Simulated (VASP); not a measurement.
Runs of VASP 6.6.1 on TiN. The structure is that of space group Fm-3m (No. 225), or close to it. The cells are those of the table. 

```tsv
task	level	cell	cutoff (eV)	gap on the mesh (eV)	pressure (GPa)
single point	PBE	a = 2.998 Å, angles 60.0°, 2 atoms	520	none	1.8
relaxation of cell and atoms	PBEsol	relaxed from a = 2.998 Å, angles 60.0°, 2 atoms	600	none	0.0
single point	PBEsol	a = 2.973 Å, angles 60.0°, 2 atoms	520	none	(a)
single point	r2SCAN	a = 2.998 Å, angles 60.0°, 2 atoms	520	none	-0.1
```

Alike in all rows: potentials or basis VASP PAW PBE potentials, release 64 (Ti_sv, N); no spin polarisation; k mesh 16 × 16 × 16; smearing fermi-dirac 0.025 eV.

Estimate the missing entries.

(a) 0.5.

Caveats: the PAW data sets were made with another functional, which shifts forces and pressure a little (some runs).

A gap of «none» marks levels without a gap at the run's occupations.
